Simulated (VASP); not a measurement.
Write the native input for VASP 6.6.1 that does the following.

```
Task                   : single point
Functional             : PBE
Potentials or basis    : VASP PAW PBE potentials, release 64 (Cu_sv_GW)
Cutoff                 : 820 eV
k mesh                 : 17 × 17 × 16
Occupations            : fermi-dirac, width 0.05 eV
Spin                   : no spin polarisation
Dipole correction      : no
Further INCAR settings : ALGO = Normal; EDIFF = 1e-06; NBANDS = 16
```

The structure of Cu lies in POSCAR:

```
Cu
1.0
    2.4253202321      0.0000000000      0.0000000000
   -1.2126601161      2.1003889333      0.0000000000
    0.0000000000      0.0000000000      2.3497805056
Cu
1
Direct
    0.0000000000      0.0000000000      0.0000000000
```

This isn't the form of Cu at room conditions, which is fcc.

The input as run:

INCAR

```
ALGO = Normal
EDIFF = 1E-6
ENCUT = 820
GGA = PE
GGA_COMPAT = F
ISIF = 2
ISMEAR = -1
LASPH = T
LCHARG = F
LREAL = F
LWAVE = F
NBANDS = 16
NELM = 120
PREC = Accurate
SIGMA = 0.05
```

KPOINTS

```
k-points
0
Gamma
  17 17 16
```

Potentials or basis: VASP PAW PBE potentials, release 64 (Cu_sv_GW).

Command:

```bash
$ cat potpaw_PBE.64/Cu_sv_GW/POTCAR > POTCAR
$ mpirun -np 1 vasp_std > vasp.out
```

It gave:

- Pressure: 10.0 GPa
- Band gap on the k mesh: zero (an odd number of electrons rules out a gap without spin polarisation)

Caveat: the cell stands under pressure.

Wall time 76 s on 1 thread of AMD EPYC 7R13 Processor (Zen 3), with other jobs on the host, peak memory 0.22 GiB.
